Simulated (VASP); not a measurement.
Wanted: the native input for a VASP 6.6.1 run.

```
Task                   : single point
Functional             : PBE
Potentials or basis    : VASP PAW PBE potentials, release 64 (Ti_sv, Al, B)
Cutoff                 : 500 eV
k mesh                 : 4 × 4 × 4
Occupations            : gaussian, width 0.2 eV
Spin                   : no spin polarisation
Dipole correction      : no
Further INCAR settings : ALGO = Normal; EDIFF = 1e-06; NBANDS = 33
```

The structure of Ti3AlB3 lies in POSCAR:

```
Ti3AlB3
1.0
    4.7523969984      0.0000000000      0.0000000000
    0.0000000000      4.7523969984      0.0000000000
    0.0000000000      0.0000000000      4.7523969984
Ti Al B
3 1 3
Direct
    0.5000000000      0.0000000000      0.0000000000
    0.0000000000      0.5000000000      0.0000000000
    0.0000000000      0.0000000000      0.5000000000
    0.0000000000      0.0000000000      0.0000000000
    0.0000000000      0.5000000000      0.5000000000
    0.5000000000      0.0000000000      0.5000000000
    0.5000000000      0.5000000000      0.0000000000
```

The cell was generated, and may not be a known phase.

One way to write it, as run:

INCAR

```
SYSTEM = Ti3AlB3
PREC = Accurate ; ENCUT = 500
EDIFF = 1E-6 ; ISMEAR = 0
SIGMA = 0.2 ; LREAL = .False.
LASPH = .True. ; NELM = 120
ALGO = Normal ; ISIF = 2
LWAVE = .False. ; LCHARG = .False.
GGA = PE ; NBANDS = 33
GGA_COMPAT = .False.
```

KPOINTS

```
Automatic mesh
0
Gamma
  4 4 4
  0 0 0
```

Potentials or basis: VASP PAW PBE potentials, release 64 (Ti_sv, Al, B).

Command:

```sh
$ cat potpaw_PBE.64/Ti_sv/POTCAR potpaw_PBE.64/Al/POTCAR potpaw_PBE.64/B/POTCAR > POTCAR
$ mpirun -np 1 vasp_std > vasp.out
```

Results of the run:

```
Pressure               : 0.3 GPa
Band gap on the k mesh : zero (bands 24 and 25 overlap by 2.05 eV)
```

It took 27 s on 1 thread of Intel(R) Xeon(R) Platinum 8375C CPU @ 2.90GHz (Ice Lake) (shared host), peak memory 0.21 GiB.
